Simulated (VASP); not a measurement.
# InRu2 (P4/mmm) in VASP: notebook

InRu2 is run at these levels: PBE; tasks: single point.

Everything below comes from runs of VASP 6.6.1. Logs are shortened: lines on timing, memory, paths and dates and some standing lists are left out, and cuts for length are marked.

**1. The cell of the first run**

Symmetry: P4/mmm, No. 123, tetragonal system. The conventional cell has a = 2.854 Å, b = 2.854 Å, c = 6.410 Å, α = 90.00°, β = 90.00°, γ = 90.00°. In (site symmetry 4/mmm) has 4 In at 2.85 Å and 8 Ru at 2.91 Å within 3.8 Å. Ru (site symmetry 4mm) has 5 Ru at 2.22 to 2.85 Å and 4 In at 2.91 Å within 3.0 Å.

The cell was generated, and may not be a known phase.

**2. Single point, PBE, collinear spin, ferromagnetic start**

Contents of INCAR:

```
  PREC = Accurate
  ENCUT = 500
  EDIFF = 1E-6
  ISMEAR = 0
  SIGMA = 0.1
  LREAL = F
  LASPH = T
  NELM = 200
  ALGO = Normal
  ISIF = 2
  LWAVE = F
  LCHARG = F
  ISPIN = 2
  MAGMOM = 0 1 1
  LORBIT = 11
  LMAXMIX = 4
  GGA = PE
  NBANDS = 32
  GGA_COMPAT = F
```

Contents of KPOINTS:

```
Automatic mesh
0
Gamma
  6 6 4
```

Contents of POSCAR:

```
InRu2
1.0
    2.8541215065      0.0000000000      0.0000000000
    0.0000000000      2.8541215065      0.0000000000
    0.0000000000      0.0000000000      6.4103472636
In Ru
1 2
Direct
    0.0000000000      0.0000000000      0.0000000000
    0.5000000000      0.5000000000      0.3267045640
    0.5000000000      0.5000000000      0.6732954360
```

Potentials or basis: VASP PAW PBE potentials, release 64 (In_d, Ru_pv).

Run with:

```console
cat potpaw_PBE.64/In_d/POTCAR potpaw_PBE.64/Ru_pv/POTCAR > POTCAR
mpirun -np 1 vasp_std > vasp.out
```

OUTCAR:

```text
PREC = Accurate
   ENCUT = 500
   EDIFF = 1E-6
   ISMEAR = 0
   LREAL = F
   LASPH = T
   NELM = 200
   ISIF = 2
   ISPIN = 2
   LORBIT = 11
   GGA = PE

 ion  position               nearest neighbor table
   1  0.000  0.000  0.000-   2 2.91   3 2.91   2 2.91   3 2.91   2 2.91   3 2.91   2 2.91   3 2.91

   2  0.500  0.500  0.327-   3 2.22   1 2.91   1 2.91   1 2.91   1 2.91
   3  0.500  0.500  0.673-   2 2.22   1 2.91   1 2.91   1 2.91   1 2.91

  LATTYP: Found a simple tetragonal cell.
 ALAT       =     2.8541215065
 C/A-ratio  =     2.2459966224

  Lattice vectors:

 A1 = (   2.8541215065,   0.0000000000,   0.0000000000)
 A2 = (   0.0000000000,   2.8541215065,   0.0000000000)
 A3 = (   0.0000000000,   0.0000000000,   6.4103472636)

Analysis of symmetry for initial positions (statically):
=====================================================================
 Subroutine PRICEL returns:
 Original cell was already a primitive cell.

 Routine SETGRP: Setting up the symmetry group for a
 simple tetragonal supercell.

 Subroutine GETGRP returns: Found 16 space group operations
 (whereof 16 operations were pure point group operations)
 out of a pool of 16 trial point group operations.

The static configuration has the point symmetry D_4h.

Analysis of symmetry for dynamics (positions and initial velocities):
=====================================================================
 Subroutine PRICEL returns:
 Original cell was already a primitive cell.

 Routine SETGRP: Setting up the symmetry group for a
 simple tetragonal supercell.

 Subroutine GETGRP returns: Found 16 space group operations
 (whereof 16 operations were pure point group operations)
 out of a pool of 16 trial point group operations.

The dynamic configuration has the point symmetry D_4h.

Analysis of structural, dynamic, and magnetic symmetry:
=====================================================================
 Subroutine PRICEL returns:
 Original cell was already a primitive cell.

 Routine SETGRP: Setting up the symmetry group for a
 simple tetragonal supercell.

 Subroutine GETGRP returns: Found 16 space group operations
 (whereof 16 operations were pure point group operations)
 out of a pool of 16 trial point group operations.

The overall configuration has the point symmetry D_4h.

 Subroutine INISYM returns: Found 16 space group operations
 (whereof 16 operations are pure point group operations),
 and found     1 'primitive' translations

----------------------------------------------------------------------------------------

                                     Primitive cell

  volume of cell :      52.2188

  direct lattice vectors                    reciprocal lattice vectors
     2.854121506  0.000000000  0.000000000     0.350370507  0.000000000  0.000000000
     0.000000000  2.854121506  0.000000000     0.000000000  0.350370507  0.000000000
     0.000000000  0.000000000  6.410347264     0.000000000  0.000000000  0.155997789

  length of vectors
     2.854121506  2.854121506  6.410347264     0.350370507  0.350370507  0.155997789

  position of ions in fractional coordinates (direct lattice)
     0.000000000  0.000000000  0.000000000
     0.500000000  0.500000000  0.326704564
     0.500000000  0.500000000  0.673295436

  ion indices of the primitive-cell ions
   primitive index   ion index
                 1           1
                 2           2
                 3           3

----------------------------------------------------------------------------------------

 KPOINTS: Automatic mesh

Automatic generation of k-mesh.
 Grid dimensions read from file:
 generate k-points for:    6    6    4

 Generating k-lattice:

  Cartesian coordinates                     Fractional coordinates (reciprocal lattice)
     0.058395085  0.000000000  0.000000000     0.166666667  0.000000000  0.000000000
     0.000000000  0.058395085  0.000000000     0.000000000  0.166666667  0.000000000
     0.000000000  0.000000000  0.038999447     0.000000000  0.000000000  0.250000000

  Length of vectors
     0.058395085  0.058395085  0.038999447

  Shift w.r.t. Gamma in fractional coordinates (k-lattice)
     0.000000000  0.000000000  0.000000000

 Subroutine IBZKPT returns following result:
 ===========================================

 Found     30 irreducible k-points:

 Following reciprocal coordinates:
            Coordinates               Weight
  0.000000  0.000000  0.000000      1.000000
  0.166667  0.000000  0.000000      4.000000
  0.333333  0.000000  0.000000      4.000000
  0.500000  0.000000  0.000000      2.000000
  0.166667  0.166667  0.000000      4.000000
  0.333333  0.166667  0.000000      8.000000
[... 16 lines left out ...]
  0.333333  0.000000  0.500000      4.000000
  0.500000  0.000000  0.500000      2.000000
 [... further k-points ...]
   k-points           NKPTS =     30   k-points in BZ     NKDIM =     30   number of bands    NBANDS=     32
   number of dos      NEDOS =    301   number of ions     NIONS =      3
   total plane-waves  NPLWV =  27648
   dimension x,y,z NGX =    24 NGY =   24 NGZ =   48
   dimension x,y,z NGXF=    48 NGYF=   48 NGZF=   96
   ions per type =               1   2
   NGX,Y,Z   is equivalent  to a cutoff of  13.98, 13.98, 12.45 a.u.
   NGXF,Y,Z  is equivalent  to a cutoff of  27.96, 27.96, 24.90 a.u.
 SYSTEM =  unknown system
   PREC   = accura    normal or accurate (medium, high low for compatibility)
   ISTART =      0    job   : 0-new  1-cont  2-samecut
   ICHARG =      2    charge: 1-file 2-atom 10-const
   ISPIN  =      2    spin polarized calculation?
   LNONCOLLINEAR =      F non collinear calculations
   LSORBIT =      F    spin-orbit coupling
   LASPH  =      T    aspherical Exc in radial PAW
   ENCUT  =  500.0 eV  36.75 Ry    6.06 a.u.   5.20  5.20 11.69*2*pi/ulx,y,z
   NELM   =    200;   NELMIN=  2; NELMDL= -5     # of ELM steps
   EDIFF  = 0.1E-05   stopping-criterion for ELM
   LREAL  =      F    real-space projection
   EDIFFG = 0.1E-04   stopping-criterion for IOM
   NSW    =      0    number of steps for IOM
   IBRION =     -1    ionic relax: 0-MD 1-quasi-New 2-CG
   NFREE  =      0    steps in history (QN), initial steepest desc. (CG)
   ISIF   =      2    stress and relaxation
   ISYM   =      2    0-nonsym 1-usesym 2-fastsym
   POTIM  = 0.5000    time-step for ionic-motion
   TEBEG  =    0.0;   TEEND  =   0.0 temperature during run
   PSTRESS=    0.0 pullay stress
   NELECT =      41.0000    total number of electrons
   NUPDOWN=      -1.0000    fix difference up-down
   EMIN   =  10.00;   EMAX   =-10.00  energy-range for DOS
   EFERMI =   0.00;   METHOD = LEGACY
   ISMEAR =     0;   SIGMA  =   0.10  broadening in eV -4-tet -1-fermi 0-gaus
   EFERMI_NEDOS =   21; number of points for ismear=-14 and -15
   IALGO  =     38    algorithm
   IMIX   =      4    mixing-type and parameters
     AMIX     =   0.40;   BMIX     =  1.00
     AMIX_MAG =   1.60;   BMIX_MAG =  1.00
  volume/ion in A,a.u.               =      17.41       117.46
  Fermi-wavevector in a.u.,A,eV,Ry     =   1.510291  2.854036 31.034601  2.280979
  Thomas-Fermi vector in A             =   2.620500
   LORBIT       =     11    0 simple, 1 ext, 2 COOP (PROOUT), +10 PAW based schemes
   GGA     = PE    functional components
   LHFCALC =     F    Hartree Fock is set to
   AEXX    =    0.0000 exact exchange contribution
   IVDW    =     0    specifies the selected vdW correction
   LEPSILON=     F    determine dielectric tensor
   LRPA    =     F    only Hartree local field effects (RPA)
 spin polarized calculation
 Gauss-broadening in eV      SIGMA  =   0.10
  energy-cutoff  :      500.00
  volume of cell :       52.22
 maximum number of plane-waves:      1376
 NGX is ok and might be reduce to    24

 number of electron      41.0000015 magnetization       0.0028282

 Free energy of the ion-electron system (eV)
  ---------------------------------------------------
  ext. energy  EPLUGINS =         0.00000000
  ---------------------------------------------------
  free energy    TOTEN  =       -18.98065924 eV

  energy without entropy =      -18.96501724  energy(sigma->0) =      -18.97283824

 E-fermi :  10.3384     XC(G=0): -12.4310

 val. band max:       10.3367547605   @ k =   0.1667   0.1667   0.2500
 cond. band min:      10.3831128227   @ k =   0.1667   0.1667   0.2500
 fundamental gap:      0.0463580622
 Fermi energy:        10.3384099667

 spin component 1

 k-point     1 :       0.0000    0.0000    0.0000
  band No.  band energies     occupation
      1     -33.5427      1.00000
      2     -32.1745      1.00000
      3     -32.1745      1.00000
      4     -32.1281      1.00000
      5     -32.0055      1.00000
      6     -32.0055      1.00000
[... 24 lines left out ...]
     31      22.6762      0.00000
     32      25.0629      0.00000
[... 774 lines left out ...]
      2     -32.4845      1.00000
      3     -32.2944      1.00000
      4     -32.1484      1.00000
      5     -32.1053      1.00000
      6     -31.9816      1.00000
[... 24 lines left out ...]
     31      21.4556      0.00000
     32      24.2665      0.00000

 [... further k-points ...]

 spin component 2

 k-point     1 :       0.0000    0.0000    0.0000
  band No.  band energies     occupation
      1     -33.5424      1.00000
      2     -32.1738      1.00000
      3     -32.1738      1.00000
      4     -32.1277      1.00000
      5     -32.0048      1.00000
      6     -32.0048      1.00000
[... 24 lines left out ...]
     31      22.6765      0.00000
     32      25.0633      0.00000
[... 774 lines left out ...]
      2     -32.4837      1.00000
      3     -32.2937      1.00000
      4     -32.1477      1.00000
      5     -32.1049      1.00000
      6     -31.9808      1.00000
[... 24 lines left out ...]
     31      21.4568      0.00000
     32      24.2675      0.00000

 [... further k-points ...]
[... 5 lines left out ...]
  --------------------------------------------------------------------------------------
  -------------------------------------------------------------------------------------
  Total       -0.0318872     -0.0318872      0.3878483      0.0000000      0.0000000      0.0000000
  in kB       -0.9783641     -0.9783641     11.8999738      0.0000000      0.0000000      0.0000000
  external PRESSURE =       3.3144152 kB  Pullay stress =       0.0000000 kB

 VOLUME and BASIS-vectors are now :
 -----------------------------------------------------------------------------
  energy-cutoff  :      500.00
  volume of cell :       52.22
      direct lattice vectors                 reciprocal lattice vectors
     2.854121506  0.000000000  0.000000000     0.350370507  0.000000000  0.000000000
     0.000000000  2.854121506  0.000000000     0.000000000  0.350370507  0.000000000
     0.000000000  0.000000000  6.410347264     0.000000000  0.000000000  0.155997789

 POSITION                                       TOTAL-FORCE (eV/Angst)
 -----------------------------------------------------------------------------------
      0.00000      0.00000      0.00000         0.000000     -0.000000      0.000000
      1.42706      1.42706      2.09429         0.000000      0.000000     -0.125166
      1.42706      1.42706      4.31606        -0.000000      0.000000      0.125166
 -----------------------------------------------------------------------------------
    total drift:                                0.000000     -0.000000      0.000000

  FREE ENERGIE OF THE ION-ELECTRON SYSTEM (eV)
  ---------------------------------------------------
  free  energy   TOTEN  =       -18.9806592422 eV

  energy  without entropy=      -18.9650172360  energy(sigma->0) =      -18.97283824

 total charge

# of ion       s       p       d       tot
------------------------------------------
    1        0.843   0.864   9.914  11.622
    2        0.342   6.190   6.054  12.585
    3        0.342   6.190   6.054  12.585
--------------------------------------------------
tot          1.527  13.244  22.022  36.793

 magnetization (x)

# of ion       s       p       d       tot
------------------------------------------
    1       -0.000   0.000  -0.000  -0.000
    2        0.000   0.000   0.001   0.001
    3        0.000   0.000   0.001   0.001
--------------------------------------------------
tot          0.000   0.000   0.001   0.001
```

Run time: 60 s. Hardware: 1 thread of Intel Xeon Platinum 8259CL at 2.50GHz (Skylake/Cascade Lake), shared host; peak memory 0.23 GiB.

What came out:

| Quantity | Value |
| --- | --- |
| Free energy | -18.9807 eV |
| Pressure | 0.3 GPa |
| Largest force | 0.125 eV/Å |
| Net moment | 0.00 μB per cell |
| Valence electrons inside the program's atomic spheres | In 11.62; Ru 12.59 |

Forces in eV/Å, atoms in the order of the input:
```
In   0.000  0.000  0.000
Ru   0.000  0.000 -0.125
Ru   0.000  0.000  0.125
```

Caveat: the k points lie up to 0.37 Å⁻¹ apart; spin-orbit coupling is left out, which moves the levels of the heavy elements.

**3. Single point, PBE**

This run uses another cell than the first one: it holds 6 atoms, not 3.

Contents of INCAR:

```
  ALGO = Normal
  EDIFF = 1E-6
  ENCUT = 500
  GGA = PE
  GGA_COMPAT = False
  ISIF = 2
  ISMEAR = 0
  LASPH = True
  LCHARG = False
  LREAL = False
  LWAVE = False
  NBANDS = 50
  NELM = 120
  PREC = Accurate
  SIGMA = 0.2
```

Contents of KPOINTS:

```
k-points
0
Gamma
  8 4 4
```

Contents of POSCAR:

```
InRu2
1.0
    2.8229485169      0.0000000000      0.0000000000
    0.0000000000      5.6458970338      0.0000000000
    0.0000000000      0.0000000000      6.5141289413
In Ru
2 4
Direct
    0.0000000000      0.5000000000      1.0000000000
    0.0000000000      0.0000000000      0.0000000000
    0.5000000000      0.2500000000      0.3272643379
    0.5000000000      0.7500000000      0.3272643379
    0.5000000000      0.2500000000      0.6727356621
    0.5000000000      0.7500000000      0.6727356621
```

Potentials or basis: VASP PAW PBE potentials, release 64 (In_d, Ru_pv).

Run with:

```console
cat potpaw_PBE.64/In_d/POTCAR potpaw_PBE.64/Ru_pv/POTCAR > POTCAR
mpirun -np 1 vasp_std > vasp.out
```

Run time: 2.8 min. Hardware: 1 thread of Intel Xeon Platinum 8259CL at 2.50GHz (Skylake/Cascade Lake), shared host; peak memory 0.31 GiB.

Results (log left out):

```yaml
Free_energy: -38.0240 eV
Pressure: 0.2 GPa
Largest_force: 0.238 eV/Å
Band_gap_on_the_k_mesh: zero (bands 41 and 42 overlap by 1.28 eV)
```

Forces in eV/Å, atoms in the order of the input:
```
In   0.000  0.000  0.000
In   0.000  0.000  0.000
Ru   0.000  0.000 -0.238
Ru   0.000  0.000 -0.238
Ru   0.000  0.000  0.238
Ru   0.000  0.000  0.238
```

Stress tensor (GPa, compression positive):
```
-0.23  0.00  0.00
 0.00 -0.23  0.00
 0.00  0.00  1.20
```

Levels at points of the mesh, in eV from the Fermi level:
```
           k point  band 37  band 38  band 39  band 40  band 41  band 42  band 43  band 44  band 45  band 46
(0.00, 0.00, 0.00)    -1.65    -1.25    -1.13    -0.92    -0.47     0.48     0.64     0.64     0.76     0.87
(0.50, 0.00, 0.00)    -0.95    -0.92    -0.47     0.22     0.22     0.76     1.06     1.29     1.64     1.95
(0.00, 0.50, 0.00)    -0.80    -0.80    -0.56    -0.56    -0.40    -0.40     0.14     0.14     0.71     0.71
(0.50, 0.50, 0.00)    -1.01    -1.01    -0.98    -0.98     0.09     0.09     0.59     0.59     1.32     1.32
(0.00, 0.00, 0.50)    -1.68    -1.08    -1.06    -0.56    -0.02     0.35     0.35     0.47     0.78     0.88
(0.50, 0.00, 0.50)    -1.08    -1.06    -0.56     0.51     0.78     1.36     1.64     1.95     2.60     2.81
(0.00, 0.50, 0.50)    -1.78    -1.78    -0.35    -0.35    -0.11    -0.11     0.05     0.05     0.62     0.62
(0.50, 0.50, 0.50)    -1.41    -1.41    -0.78    -0.78     0.51     0.51     1.62     1.62     2.00     2.00
```

Caveat: spin-orbit coupling is left out, which moves the levels of the heavy elements.

The gap in the log of VASP goes by the Fermi energy; the results here count the filled bands.